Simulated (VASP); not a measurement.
# PbS (P6_3mc) in VASP: single point with PBE

Aim: the single point of PbS with PBE.

All numbers are computed with VASP 6.6.1; they aren't measurements. Logs are shortened: lines on timing, memory, paths and dates and some standing lists are left out, and cuts for length are marked.

**1. The cell of the first run**

The structure is hexagonal, space group P6_3mc (No. 186). Conventional cell: a = 4.997 Å, b = 4.997 Å, c = 5.998 Å, α = 90.00°, β = 90.00°, γ = 120.00°. Within 3.8 Å of Pb (site symmetry 3m) lie 5 S at 2.89 to 3.02 Å. Within 3.8 Å of S (site symmetry 3m) lie 5 Pb at 2.89 to 3.02 Å.

**2. Single point, PBE, non-collinear spin, zero start, spin-orbit coupling**

The input, INCAR:

```
PREC = Accurate ; ENCUT = 520
EDIFF = 1E-6 ; ISMEAR = 0
SIGMA = 0.01 ; LREAL = F
LASPH = T ; NELM = 150
ALGO = Normal ; ISIF = 2
LWAVE = F ; LCHARG = T
LNONCOLLINEAR = T ; MAGMOM = 0 0 0 0 0 0 0 0 0 0 0 0
LORBIT = 11 ; LSORBIT = T
GGA_COMPAT = F ; LORBMOM = T
GGA = PE ; LVHAR = T
NBANDS = 54
```

The input, KPOINTS:

```
Automatic mesh
0
Gamma
  6 6 4
```

The input, POSCAR:

```
PbS
1.0
    4.9970307003      0.0000000000      0.0000000000
   -2.4985153501      4.3275555300      0.0000000000
    0.0000000000      0.0000000000      5.9976965852
Pb S
2 2
Direct
    0.3333333333      0.6666666667     -0.0640827495
    0.6666666667      0.3333333333      0.4359172505
    0.3333333333      0.6666666667      0.4390827495
    0.6666666667      0.3333333333      0.9390827495
```

Potentials or basis: VASP PAW PBE potentials, release 64 (Pb_d, S).

Started as:

```console
cat potpaw_PBE.64/Pb_d/POTCAR potpaw_PBE.64/S/POTCAR > POTCAR
mpirun -np 1 vasp_ncl > vasp.out
```

OUTCAR:

```text
PREC = Accurate
   ENCUT = 520
   EDIFF = 1E-6
   ISMEAR = 0
   LREAL = F
   LASPH = T
   NELM = 150
   ISIF = 2
   LNONCOLLINEAR = T
   LORBIT = 11
   LSORBIT = T
   GGA = PE

 ion  position               nearest neighbor table
   1  0.333  0.667  0.936-   4 2.89   4 2.89   4 2.89   3 2.98   3 3.02
   2  0.667  0.333  0.436-   3 2.89   3 2.89   3 2.89   4 2.98   4 3.02
   3  0.333  0.667  0.439-   2 2.89   2 2.89   2 2.89   1 2.98   1 3.02
   4  0.667  0.333  0.939-   1 2.89   1 2.89   1 2.89   2 2.98   2 3.02

  LATTYP: Found a hexagonal cell.
 ALAT       =     4.9970307003
 C/A-ratio  =     1.2002520987

  Lattice vectors:

 A1 = (   4.9970307003,   0.0000000000,   0.0000000000)
 A2 = (  -2.4985153501,   4.3275555300,   0.0000000000)
 A3 = (   0.0000000000,   0.0000000000,   5.9976965852)

Analysis of symmetry for initial positions (statically):
=====================================================================
 Subroutine PRICEL returns:
 Original cell was already a primitive cell.

 Routine SETGRP: Setting up the symmetry group for a
 hexagonal supercell.

 Subroutine GETGRP returns: Found 12 space group operations
 (whereof  6 operations were pure point group operations)
 out of a pool of 24 trial point group operations.

The static configuration has the point symmetry C_3v.
 The point group associated with its full space group is C_6v.

Analysis of symmetry for dynamics (positions and initial velocities):
=====================================================================
 Subroutine PRICEL returns:
 Original cell was already a primitive cell.

 Routine SETGRP: Setting up the symmetry group for a
 hexagonal supercell.

 Subroutine GETGRP returns: Found 12 space group operations
 (whereof  6 operations were pure point group operations)
 out of a pool of 24 trial point group operations.

The dynamic configuration has the point symmetry C_3v.
 The point group associated with its full space group is C_6v.

Analysis of structural, dynamic, and magnetic symmetry:
=====================================================================
 Subroutine PRICEL returns:
 Original cell was already a primitive cell.

 Routine SETGRP: Setting up the symmetry group for a
 hexagonal supercell.

 Subroutine GETGRP returns: Found 12 space group operations
 (whereof  6 operations were pure point group operations)
 out of a pool of 24 trial point group operations.

The overall configuration has the point symmetry C_3v.
 The point group associated with its full space group is C_6v.

 Subroutine INISYM returns: Found 12 space group operations
 (whereof  6 operations are pure point group operations),
 and found     1 'primitive' translations

----------------------------------------------------------------------------------------

                                     Primitive cell

  volume of cell :     129.6998

  direct lattice vectors                    reciprocal lattice vectors
     4.997030700  0.000000000  0.000000000     0.200118843  0.115538668  0.000000000
    -2.498515350  4.327555530  0.000000000     0.000000000  0.231077335  0.000000000
     0.000000000  0.000000000  5.997696585     0.000000000  0.000000000  0.166730675

  length of vectors
     4.997030700  4.997030700  5.997696585     0.231077335  0.231077335  0.166730675

  position of ions in fractional coordinates (direct lattice)
     0.333333333  0.666666667  0.935917250
     0.666666667  0.333333333  0.435917250
     0.333333333  0.666666667  0.439082750
     0.666666667  0.333333333  0.939082750

  ion indices of the primitive-cell ions
   primitive index   ion index
                 1           1
                 2           2
                 3           3
                 4           4

[... 119 lines left out ...]
  ext. energy  EPLUGINS =         0.00000000
  ---------------------------------------------------
  free energy    TOTEN  =       -17.99646649 eV

  energy without entropy =      -17.99646649  energy(sigma->0) =      -17.99646649

 E-fermi :   3.7389     XC(G=0):  -8.3910

 val. band max:        3.6978194300   @ k =   0.3333   0.3333   0.5000
 cond. band min:       4.5384028140   @ k =   0.3333   0.3333   0.5000
 fundamental gap:      0.8405833840
 Fermi energy:         3.7388638002

 k-point     1 :       0.0000    0.0000    0.0000
  band No.  band energies     occupation
      1     -14.4178      1.00000
      2     -14.4178      1.00000
      3     -14.4178      1.00000
      4     -14.4178      1.00000
      5     -14.4098      1.00000
      6     -14.4098      1.00000
[... 1309 lines left out ...]
     51       7.5796      0.00000
     52       7.5796      0.00000

 [... further k-points ...]

 [bands above 52 left out]

------------------------ aborting loop because EDIFF is reached ----------------------------------------

  FORCE on cell =-STRESS in cart. coord.  units (eV):
  Direction    XX          YY          ZZ          XY          YZ          ZX
  --------------------------------------------------------------------------------------
  -------------------------------------------------------------------------------------
  Total        0.4438588      0.4438588      0.6281972      0.0000000      0.0000000      0.0000000
  in kB        5.4829749      5.4829749      7.7601024      0.0000000      0.0000000      0.0000000
  external PRESSURE =       6.2420174 kB  Pullay stress =       0.0000000 kB

 VOLUME and BASIS-vectors are now :
 -----------------------------------------------------------------------------
  energy-cutoff  :      520.00
  volume of cell :      129.70
      direct lattice vectors                 reciprocal lattice vectors
     4.997030700  0.000000000  0.000000000     0.200118843  0.115538668  0.000000000
    -2.498515350  4.327555530  0.000000000     0.000000000  0.231077335  0.000000000
     0.000000000  0.000000000  5.997696585     0.000000000  0.000000000  0.166730675

 POSITION                                       TOTAL-FORCE (eV/Angst)
 -----------------------------------------------------------------------------------
     -0.00000      2.88504      5.61335         0.000000      0.000000      0.000769
      2.49852      1.44252      2.61450         0.000000      0.000000      0.000769
     -0.00000      2.88504      2.63349        -0.000000     -0.000000     -0.000769
      2.49852      1.44252      5.63233        -0.000000      0.000000     -0.000769
 -----------------------------------------------------------------------------------
    total drift:                               -0.000000      0.000000      0.000147

  FREE ENERGIE OF THE ION-ELECTRON SYSTEM (eV)
  ---------------------------------------------------
  free  energy   TOTEN  =       -17.9964664904 eV

  energy  without entropy=      -17.9964664903  energy(sigma->0) =      -17.99646649

 orbital moment (x)

 # of ion     p       d       tot
 ----------------------------------------
  1        -0.000  -0.000  -0.000
  2         0.000   0.000   0.000
  3        -0.000   0.000  -0.000
  4         0.000   0.000   0.000
 ----------------------------------------
            0.000  -0.000   0.000

 orbital moment (y)

 # of ion     p       d       tot
 ----------------------------------------
  1         0.000  -0.000  -0.000
  2        -0.000   0.000   0.000
  3         0.000   0.000   0.000
  4        -0.000   0.000  -0.000
 ----------------------------------------
            0.000  -0.000   0.000

 orbital moment (z)

 # of ion     p       d       tot
 ----------------------------------------
  1        -0.000   0.000  -0.000
  2         0.000   0.000   0.000
  3         0.000   0.000   0.000
  4         0.000   0.000   0.000
 ----------------------------------------
           -0.000   0.000  -0.000

 Spin-Orbit-Coupling matrix elements

 Ion:    1  E_soc:     -0.8026758
 l=   1
     0.0000000    -0.0662132    -0.0681399
    -0.0662132     0.0000000    -0.0662132
    -0.0681399    -0.0662132     0.0000000
 l=   2
     0.0000000    -0.0134246     0.0000000    -0.0134246    -0.0538100
    -0.0134246     0.0000000    -0.0399098    -0.0134435    -0.0134246
     0.0000000    -0.0399098     0.0000000    -0.0399098     0.0000000
    -0.0134246    -0.0134435    -0.0399098     0.0000000    -0.0134246
    -0.0538100    -0.0134246     0.0000000    -0.0134246     0.0000000
 l=   3
     0.0000000     0.0000000     0.0000000     0.0000000     0.0000000     0.0000000     0.0000000
     0.0000000     0.0000000     0.0000000     0.0000000     0.0000000     0.0000000     0.0000000
     0.0000000     0.0000000     0.0000000     0.0000000     0.0000000     0.0000000     0.0000000
     0.0000000     0.0000000     0.0000000     0.0000000     0.0000000     0.0000000     0.0000000
[... 49 lines left out ...]
 l=   2
     0.0000000     0.0000000     0.0000000     0.0000000     0.0000000
     0.0000000     0.0000000     0.0000000     0.0000000     0.0000000
     0.0000000     0.0000000     0.0000000     0.0000000     0.0000000
     0.0000000     0.0000000     0.0000000     0.0000000     0.0000000
     0.0000000     0.0000000     0.0000000     0.0000000     0.0000000
 l=   3
     0.0000000     0.0000000     0.0000000     0.0000000     0.0000000     0.0000000     0.0000000
     0.0000000     0.0000000     0.0000000     0.0000000     0.0000000     0.0000000     0.0000000
     0.0000000     0.0000000     0.0000000     0.0000000     0.0000000     0.0000000     0.0000000
     0.0000000     0.0000000     0.0000000     0.0000000     0.0000000     0.0000000     0.0000000
     0.0000000     0.0000000     0.0000000     0.0000000     0.0000000     0.0000000     0.0000000
     0.0000000     0.0000000     0.0000000     0.0000000     0.0000000     0.0000000     0.0000000
     0.0000000     0.0000000     0.0000000     0.0000000     0.0000000     0.0000000     0.0000000

 total charge

# of ion       s       p       d       tot
------------------------------------------
    1        1.481   0.531   9.839  11.852
    2        1.481   0.531   9.839  11.852
    3        1.356   2.324   0.000   3.680
    4        1.356   2.324   0.000   3.680
--------------------------------------------------
tot          5.675   5.711  19.678  31.064

 magnetization (x)

# of ion       s       p       d       tot
------------------------------------------
    1       -0.000  -0.000   0.000  -0.000
    2        0.000   0.000   0.000   0.000
    3       -0.000   0.000   0.000   0.000
    4        0.000   0.000   0.000   0.000
--------------------------------------------------
tot         -0.000   0.000   0.000  -0.000

 magnetization (y)

# of ion       s       p       d       tot
------------------------------------------
    1       -0.000   0.000  -0.000  -0.000
    2        0.000  -0.000   0.000  -0.000
    3       -0.000   0.000   0.000  -0.000
    4        0.000   0.000   0.000   0.000
--------------------------------------------------
tot         -0.000  -0.000  -0.000  -0.000

 magnetization (z)

# of ion       s       p       d       tot
------------------------------------------
    1        0.000  -0.000   0.000   0.000
    2        0.000   0.000   0.000   0.000
    3        0.000  -0.000   0.000  -0.000
    4       -0.000  -0.000   0.000  -0.000
--------------------------------------------------
tot          0.000  -0.000   0.000  -0.000
```

It took 10 min on 1 thread of Intel Xeon 8259CL, shared host; peak memory 0.71 GiB.

What came out:

```yaml
Free_energy: -17.9965 eV
Pressure: 0.6 GPa
Net_moment: 0.00 μB per cell
Valence_electrons_inside_the_program's_atomic_spheres: Pb 11.85; S 3.68
```

Moments on the atoms (μB; x, y, z):
```
Pb  0.00 0.00 0.00
Pb  0.00 0.00 0.00
S   0.00 0.00 0.00
S   0.00 0.00 0.00
```

Caveat: the structure was generated, so it needn't be the stable form of PbS.
